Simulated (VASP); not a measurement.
The system is InP.

```
CELL_PARAMETERS angstrom
0.00000 2.96906 2.96906
2.96906 0.00000 2.96906
2.96906 2.96906 0.00000
ATOMIC_POSITIONS crystal
In 0.00000 0.00000 0.00000
P 0.75000 0.75000 0.75000
```

This cell differs from its parent crystal: volume scaled by 1.04.

Program: VASP 6.6.1. Alike in all runs: task single point; no spin polarisation; cell as given; cutoff (eV) 520; smearing fermi-dirac 0.05 eV.

Task: Order these runs on this cell by their pressure, lowest first.
A. level B3LYP; potentials or basis VASP PAW PBE potentials, release 64 (In_d, P); k mesh 4 × 4 × 4; grid for exact exchange (PRECFOCK) Normal
B. level PBE exchange alone; potentials or basis VASP PAW PBE potentials, release 64 (In_d, P); k mesh 8 × 8 × 8
C. level LDA; potentials or basis VASP PAW LDA potentials, release 64 (In_d, P); k mesh 8 × 8 × 8
D. level PBEsol; potentials or basis VASP PAW PBE potentials, release 64 (In_d, P); k mesh 8 × 8 × 8

Result: C (-3.5 GPa), D (-1.9 GPa), A (1.5 GPa), B (9.0 GPa).

Caveats: some runs use coarse meshes; the PAW data sets were made with another functional, which shifts forces and pressure a little (some runs).
